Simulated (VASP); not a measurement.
Set up this calculation in VASP 6.6.1, as the native input.

| Quantity | Value |
| --- | --- |
| Task | single point |
| Functional | PBE |
| Potentials or basis | VASP PAW PBE potentials, release 64 (Cu, O) |
| Cutoff | 520 eV |
| k mesh | 6 × 6 × 6 |
| Occupations | gaussian, width 0.1 eV |
| Spin | collinear spin, ferromagnetic start |
| Starting moments | [1.0, 0.0] μB |
| Dipole correction | no |
| Further INCAR settings | ALGO = Normal; EDIFF = 1e-06; NBANDS = 20 |

The structure of CuO lies in POSCAR:

```
CuO
1.0
    2.6459131788      0.0000000000      0.0000000000
    0.0000000000      2.6459131788      0.0000000000
    0.0000000000      0.0000000000      2.6459131788
Cu O
1 1
Direct
    0.0000000000      0.0000000000      0.0000000000
    0.5000000000      0.5000000000      0.5000000000
```

These files were run (other wordings do the same):

INCAR

```
PREC = Accurate
ENCUT = 520
EDIFF = 1E-6
ISMEAR = 0
SIGMA = 0.1
LREAL = False
LASPH = True
NELM = 150
ALGO = Normal
ISIF = 2
LWAVE = False
LCHARG = True
ISPIN = 2
MAGMOM = 1 0
LORBIT = 11
LMAXMIX = 4
GGA = PE
LELF = True
LVHAR = True
NBANDS = 20
```

KPOINTS

```
regular mesh
0
Gamma
  6 6 6
```

Potentials or basis: VASP PAW PBE potentials, release 64 (Cu, O).

The run is started by

```bash
$ cat potpaw_PBE.64/Cu/POTCAR potpaw_PBE.64/O/POTCAR > POTCAR
$ mpirun -np 1 vasp_std > vasp.out
```

Results of the run:

| Property | Result |
| --- | --- |
| Pressure | -0.1 GPa |
| Band gap on the k mesh | zero (filled and empty bands overlap) |
| Net moment | 0.98 μB per cell |
| Site moments | Cu +0.45; O +0.50 μB |
| Valence electrons inside the program's atomic spheres | Cu 9.74; O 4.86 |

Caveat: the k points lie up to 0.40 Å⁻¹ apart; a cell with one magnetic atom can't hold antiferromagnetic order, which such compounds often take; semilocal functionals often make such compounds metallic where correlation or magnetic order opens a gap, which also shifts bond lengths.

Wall time 14 s on 1 thread of Intel(R) Xeon(R) Platinum 8488C (Sapphire Rapids) (shared host), peak memory 0.13 GiB.
